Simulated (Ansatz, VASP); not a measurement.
# ZnInO: VASP beside Ansatz

```
Zn In O
1.0
     3.86982    0.00000    0.00000
     0.00000    3.86982    0.00000
     0.00000    0.00000    7.33851
Zn In O
2 2 2
Direct
  0.00000 0.00000 0.00000
  0.50000 0.50000 0.00000
  0.00000 0.50000 0.34808
  0.50000 0.00000 0.65192
  0.00000 0.50000 0.75864
  0.50000 0.00000 0.24136
```

Change from the starting cell: species swapped into the ErTiSi type (P4/nmm, No. 129).

Alike in both runs: task single point; functional PBE; k mesh 4 × 4 × 4; occupations gaussian, width 0.1 eV; collinear spin.

|  | VASP | Ansatz |
| --- | --- | --- |
| version | VASP 6.6.1 | Ansatz 0.2.0 |
| potentials or method | VASP PAW PBE potentials, release 64 (Zn, In_d, O), cutoff 520 eV | scalar-relativistic, plane waves, PAW |
| valence electrons in the cell | 62 | 62 |

|  | VASP | Ansatz | Ansatz less VASP |
| --- | --- | --- | --- |
| gap on the k mesh at the Fermi level (eV) | none | none | - |
| pressure (GPa) | -6.3 | -6.3 | 0.00 |
| traceless stress, the component that is largest in VASP (GPa) | 0.73 | 0.73 | +0.003 |
| rms of the force components (eV/Å) | 0.304 | 0.307 | +0.0027 |
| net moment per atom (μB) | 0.09 | 0.09 | 0.000 |
| size of the moment on the site where the two differ most (μB) | 0.19 | 0.22 | +0.026 |

Site moments also hang on the region over which each program counts them. Atom by atom the forces differ by 0.003 eV/Å (rms over components). A gap of «none» marks a metal or a gap that the smearing closes.

The k mesh is coarse, so the values compare programs but aren't converged.
